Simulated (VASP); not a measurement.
# Ag (P6_3/mmc) in VASP: notebook

Ag is run at these levels: LDA; tasks: relaxation of cell and atoms.

Everything below comes from runs of VASP 6.6.1. Logs are shortened: lines on timing, memory, paths and dates and some standing lists are left out, and cuts for length are marked.

## (1) The cell of the first run

Symmetry: P6_3/mmc, No. 194, hexagonal system. The conventional cell has a = 2.890 Å, b = 2.890 Å, c = 4.719 Å, α = 90.00°, β = 90.00°, γ = 120.00°. Within 3.8 Å of Ag (site symmetry -6m2) lie 12 Ag at 2.89 Å.

## (2) Relaxation of cell and atoms, LDA

INCAR reads:

```
SYSTEM = Ag
PREC = Accurate ; ENCUT = 600
EDIFF = 1E-6 ; ISMEAR = 1
SIGMA = 0.1 ; LREAL = .False.
LASPH = .True. ; NELM = 80
ALGO = Normal ; ISIF = 3
LWAVE = .False. ; LCHARG = .False.
IBRION = 2 ; NSW = 80
EDIFFG = -0.02
```

KPOINTS reads:

```
regular mesh
0
Gamma
  10 10 5
  0 0 0
```

POSCAR reads:

```
Ag
1.0
    2.8900000000      0.0000000000      0.0000000000
   -1.4450000000      2.5028134169      0.0000000000
    0.0000000000      0.0000000000      4.7193700000
Ag
2
Direct
    0.3333333333      0.6666666667      0.2500000000
    0.6666666667      0.3333333333      0.7500000000
```

Potentials or basis: VASP PAW LDA potentials, release 64 (Ag).

On the command line:

```bash
> cat potpaw_LDA.64/Ag/POTCAR > POTCAR
> mpirun -np 1 vasp_std > vasp.out
```

OUTCAR:

```text
SYSTEM = Ag
   PREC = Accurate
   ENCUT = 600
   EDIFF = 1E-6
   ISMEAR = 1
   LREAL = .False.
   LASPH = .True.
   NELM = 80
   ISIF = 3
   IBRION = 2
   NSW = 80
   EDIFFG = -0.02

 ion  position               nearest neighbor table
   1  0.333  0.667  0.250-   2 2.89   2 2.89   2 2.89   2 2.89   2 2.89   2 2.89
   2  0.667  0.333  0.750-   1 2.89   1 2.89   1 2.89   1 2.89   1 2.89   1 2.89

  LATTYP: Found a hexagonal cell.
 ALAT       =     2.8900000000
 C/A-ratio  =     1.6330000000

  Lattice vectors:

 A1 = (   2.8900000000,   0.0000000000,   0.0000000000)
 A2 = (  -1.4450000000,   2.5028134169,   0.0000000000)
 A3 = (   0.0000000000,   0.0000000000,   4.7193700000)

Analysis of symmetry for initial positions (statically):
=====================================================================
 Subroutine PRICEL returns:
 Original cell was already a primitive cell.

 Routine SETGRP: Setting up the symmetry group for a
 hexagonal supercell.

 Subroutine GETGRP returns: Found 24 space group operations
 (whereof 12 operations were pure point group operations)
 out of a pool of 24 trial point group operations.

The static configuration has the point symmetry D_3d.
 The point group associated with its full space group is D_6h.

Analysis of symmetry for dynamics (positions and initial velocities):
=====================================================================
 Subroutine PRICEL returns:
 Original cell was already a primitive cell.

 Routine SETGRP: Setting up the symmetry group for a
 hexagonal supercell.

 Subroutine GETGRP returns: Found 24 space group operations
 (whereof 12 operations were pure point group operations)
 out of a pool of 24 trial point group operations.

The dynamic configuration has the point symmetry D_3d.
 The point group associated with its full space group is D_6h.

 Subroutine INISYM returns: Found 24 space group operations
 (whereof 12 operations are pure point group operations),
 and found     1 'primitive' translations

----------------------------------------------------------------------------------------

                                     Primitive cell

  volume of cell :      34.1358

  direct lattice vectors                    reciprocal lattice vectors
     2.890000000  0.000000000  0.000000000     0.346020761  0.199775180  0.000000000
    -1.445000000  2.502813417  0.000000000     0.000000000  0.399550359  0.000000000
     0.000000000  0.000000000  4.719370000     0.000000000  0.000000000  0.211892689

  length of vectors
     2.890000000  2.890000000  4.719370000     0.399550359  0.399550359  0.211892689

  position of ions in fractional coordinates (direct lattice)
     0.333333333  0.666666667  0.250000000
     0.666666667  0.333333333  0.750000000

  ion indices of the primitive-cell ions
   primitive index   ion index
                 1           1
                 2           2

----------------------------------------------------------------------------------------

 KPOINTS: regular mesh

Automatic generation of k-mesh.
 Grid dimensions read from file:
 generate k-points for:   10   10    5

 Generating k-lattice:

  Cartesian coordinates                     Fractional coordinates (reciprocal lattice)
     0.034602076  0.019977518  0.000000000     0.100000000  0.000000000  0.000000000
     0.000000000  0.039955036  0.000000000     0.000000000  0.100000000  0.000000000
     0.000000000  0.000000000  0.042378538     0.000000000  0.000000000  0.200000000

  Length of vectors
     0.039955036  0.039955036  0.042378538

  Shift w.r.t. Gamma in fractional coordinates (k-lattice)
     0.000000000  0.000000000  0.000000000

 Subroutine IBZKPT returns following result:
 ===========================================

 Found     42 irreducible k-points:

 Following reciprocal coordinates:
            Coordinates               Weight
  0.000000  0.000000  0.000000      1.000000
  0.100000  0.000000  0.000000      6.000000
  0.200000  0.000000  0.000000      6.000000
  0.300000 -0.000000  0.000000      6.000000
  0.400000  0.000000  0.000000      6.000000
  0.500000  0.000000  0.000000      3.000000
[... 16 lines left out ...]
  0.300000  0.100000  0.200000     24.000000
  0.400000  0.100000  0.200000     24.000000
 [... further k-points ...]
   k-points           NKPTS =     42   k-points in BZ     NKDIM =     42   number of bands    NBANDS=     15
   number of dos      NEDOS =    301   number of ions     NIONS =      2
   total plane-waves  NPLWV =  23040
   dimension x,y,z NGX =    24 NGY =   24 NGZ =   40
   dimension x,y,z NGXF=    48 NGYF=   48 NGZF=   80
   ions per type =               2
   NGX,Y,Z   is equivalent  to a cutoff of  13.81, 13.81, 14.09 a.u.
   NGXF,Y,Z  is equivalent  to a cutoff of  27.61, 27.61, 28.18 a.u.
 SYSTEM =  Ag
   PREC   = accura    normal or accurate (medium, high low for compatibility)
   ISTART =      0    job   : 0-new  1-cont  2-samecut
   ICHARG =      2    charge: 1-file 2-atom 10-const
   ISPIN  =      1    spin polarized calculation?
   LNONCOLLINEAR =      F non collinear calculations
   LSORBIT =      F    spin-orbit coupling
   LASPH  =      T    aspherical Exc in radial PAW
   ENCUT  =  600.0 eV  44.10 Ry    6.64 a.u.   5.77  5.77  9.43*2*pi/ulx,y,z
   NELM   =     80;   NELMIN=  2; NELMDL= -5     # of ELM steps
   EDIFF  = 0.1E-05   stopping-criterion for ELM
   LREAL  =      F    real-space projection
   EDIFFG = -.2E-01   stopping-criterion for IOM
   NSW    =     80    number of steps for IOM
   IBRION =      2    ionic relax: 0-MD 1-quasi-New 2-CG
   NFREE  =      1    steps in history (QN), initial steepest desc. (CG)
   ISIF   =      3    stress and relaxation
   ISYM   =      2    0-nonsym 1-usesym 2-fastsym
   POTIM  = 0.5000    time-step for ionic-motion
   TEBEG  =    0.0;   TEEND  =   0.0 temperature during run
   PSTRESS=    0.0 pullay stress
   NELECT =      22.0000    total number of electrons
   NUPDOWN=      -1.0000    fix difference up-down
   EMIN   =  10.00;   EMAX   =-10.00  energy-range for DOS
   EFERMI =   0.00;   METHOD = LEGACY
   ISMEAR =     1;   SIGMA  =   0.10  broadening in eV -4-tet -1-fermi 0-gaus
   EFERMI_NEDOS =   21; number of points for ismear=-14 and -15
   IALGO  =     38    algorithm
   IMIX   =      4    mixing-type and parameters
     AMIX     =   0.40;   BMIX     =  1.00
     AMIX_MAG =   1.60;   BMIX_MAG =  1.00
  volume/ion in A,a.u.               =      17.07       115.18
  Fermi-wavevector in a.u.,A,eV,Ry     =   1.414096  2.672254 27.207134  1.999668
  Thomas-Fermi vector in A             =   2.535674
   LORBIT       =      0    0 simple, 1 ext, 2 COOP (PROOUT), +10 PAW based schemes
   GGA     = CA    functional components
   LHFCALC =     F    Hartree Fock is set to
   AEXX    =    0.0000 exact exchange contribution
   IVDW    =     0    specifies the selected vdW correction
   LEPSILON=     F    determine dielectric tensor
   LRPA    =     F    only Hartree local field effects (RPA)
 conjugate gradient relaxation of ions
 non-spin polarized calculation
 Methfessel and Paxton  Order N= 1 SIGMA  =   0.10
  energy-cutoff  :      600.00
  volume of cell :       34.14
 maximum number of plane-waves:      1158
 NGX is ok and might be reduce to    24
   NGX = 11   NGY = 11   NGZ = 19

--------------------------------------- Ionic step        1  -------------------------------------------

 number of electron      21.9999998 magnetization

 Free energy of the ion-electron system (eV)
  ---------------------------------------------------
  ext. energy  EPLUGINS =         0.00000000
  ---------------------------------------------------
  free energy    TOTEN  =        -7.47537951 eV

  energy without entropy =       -7.47334641  energy(sigma->0) =       -7.47470181

------------------------ aborting loop because EDIFF is reached ----------------------------------------

  FORCE on cell =-STRESS in cart. coord.  units (eV):
  Direction    XX          YY          ZZ          XY          YZ          ZX
  --------------------------------------------------------------------------------------
  -------------------------------------------------------------------------------------
  Total       -1.3666154     -1.3666154     -1.4924126      0.0000000      0.0000000      0.0000000
  in kB      -64.1425985    -64.1425985    -70.0469378      0.0000000      0.0000000      0.0000000
  external PRESSURE =     -66.1107116 kB  Pullay stress =       0.0000000 kB
[... 201 lines left out ...]
  energy  without entropy=       -7.5164207754  energy(sigma->0) =       -7.51760541

--------------------------------------- Ionic step        7  -------------------------------------------

 number of electron      21.9999997 magnetization

 Free energy of the ion-electron system (eV)
  ---------------------------------------------------
  ext. energy  EPLUGINS =         0.00000000
  ---------------------------------------------------
  free energy    TOTEN  =        -7.51821129 eV

  energy without entropy =       -7.51653943  energy(sigma->0) =       -7.51765400

 E-fermi :   9.0497     XC(G=0): -12.9255

 val. band max:        9.0483744102   @ k =   0.5000   0.0000   0.0000
 cond. band min:       9.0799888337   @ k =   0.3000   0.1000   0.4000
 fundamental gap:      0.0316144235
 Fermi energy:         9.0497006978

 k-point     1 :       0.0000    0.0000    0.0000
  band No.  band energies     occupation
      1       0.7235      2.00000
      2       2.2212      2.00000
      3       4.0450      2.00000
      4       4.1044      2.00000
      5       4.1044      2.00000
      6       4.3853      2.00000
      7       4.3853      2.00000
      8       4.7182      2.00000
      9       4.7182      2.00000
     10       5.9029      2.00000
     11       5.9029      2.00000
     12       8.4771      2.00000
     13      13.0386      0.00000
     14      24.7312      0.00000
     15      26.9615      0.00000
[... 397 lines left out ...]
 k-point    24 :       0.4000    0.1000    0.2000
  band No.  band energies     occupation
      1       2.3914      2.00000
      2       2.5894      2.00000
      3       3.3113      2.00000
      4       3.5648      2.00000
      5       3.9938      2.00000
      6       4.7512      2.00000
      7       5.3602      2.00000
      8       5.7568      2.00000
      9       5.9543      2.00000
     10       6.1270      2.00000
     11       8.7389      2.00010
     12      11.4702      0.00000
     13      14.4178      0.00000
     14      16.4620      0.00000
     15      18.8918      0.00000

 [... further k-points ...]
[... 5 lines left out ...]
  --------------------------------------------------------------------------------------
  -------------------------------------------------------------------------------------
  Total        0.0311106      0.0311106      0.0253444      0.0000000     -0.0000000      0.0000000
  in kB        1.5488466      1.5488466      1.2617758      0.0000000     -0.0000000      0.0000000
  external PRESSURE =       1.4531563 kB  Pullay stress =       0.0000000 kB
[... 17 lines left out ...]
  FREE ENERGIE OF THE ION-ELECTRON SYSTEM (eV)
  ---------------------------------------------------
  free  energy   TOTEN  =        -7.5182112894 eV

  energy  without entropy=       -7.5165394287  energy(sigma->0) =       -7.51765400

 reached required accuracy - stopping structural energy minimisation
```

Wall time 49 s (1 thread of Intel Xeon Platinum 8259CL at 2.50GHz (Skylake/Cascade Lake), shared host); peak memory 0.16 GiB.

What came out:

```yaml
Free_energy: -7.5182 eV
Relaxed_volume: 16.09 Å³/atom
Relaxed_cell: a = 2.844 Å, b = 2.844 Å, c = 4.594 Å, α = 90.00°, β = 90.00°, γ = 120.00°
Space_group_after_relaxing_to_0.05_Å: P6_3/mmc (No. 194)
Energy_gained_by_relaxing: 21.4 meV/atom
Ionic_steps: 7
Pressure_after_relaxing: 0.1 GPa
Band_gap_on_the_k_mesh: zero (band 11 reaches 11.66 eV, above the bottom of band 12 at 5.70 eV)
```

The path:
| step | energy change (eV) | largest force (eV/Å) | pressure (GPa) | volume (Å³) |
| --- | --- | --- | --- | --- |
| 1 | 0.0000 | 0.0000 | -6.61 | 34.14 |
| 2 | -0.0118 | 0.0000 | 7.12 | 30.77 |
| 3 | -0.0422 | 0.0000 | -0.05 | 32.23 |
| 4 | -0.0422 | 0.0000 | 0.11 | 32.20 |
| 5 | -0.0427 | 0.0000 | 0.15 | 32.19 |
| 6 | -0.0428 | 0.0000 | 0.15 | 32.18 |
| 7 | -0.0428 | 0.0000 | 0.15 | 32.18 |

Final structure:
```
CELL_PARAMETERS angstrom
2.84408 0.00000 0.00000
-1.42204 2.46305 0.00000
0.00000 0.00000 4.59406
ATOMIC_POSITIONS crystal
Ag 0.33333 0.66667 0.25000
Ag 0.66667 0.33333 0.75000
```

(Part 1 of 2 ends here.)
